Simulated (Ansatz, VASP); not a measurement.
**BAs3 in VASP and in Ansatz**

```
B As
1.0
     4.05196    0.00000    0.00000
     0.00000    4.05196    0.00000
     0.00000    0.00000    4.01032
B As
1 3
Direct
  0.00000 0.00000 0.00000
  0.00000 0.50000 0.50000
  0.50000 0.00000 0.50000
  0.50000 0.50000 0.00000
```

Alike in both runs: task relaxation of cell and atoms; functional PBE; k mesh 12 × 12 × 12; occupations gaussian, width 0.1 eV; no spin polarisation.

```csv
,VASP,Ansatz
version,VASP 6.6.1,Ansatz 0.2.0
potentials or method,"VASP PAW PBE potentials, release 64 (B, As), cutoff 600 eV","scalar-relativistic, plane waves, PAW"
valence electrons in the cell,18,48
```

```tsv
	VASP	Ansatz	Ansatz less VASP
gap on the k mesh at the Fermi level, each at its own relaxed structure (eV)	none	none	-
relaxed volume (Å³/atom)	16.42	16.40	-0.023
relaxed length of the cell vector where the two differ most in proportion (Å)	4.507	4.500	-0.0064
```

A gap of «none» marks a metal or a gap that the smearing closes. VASP's potentials hold 18 valence electrons a cell and Ansatz's 48, so a difference there can come from the potentials and not from the codes.
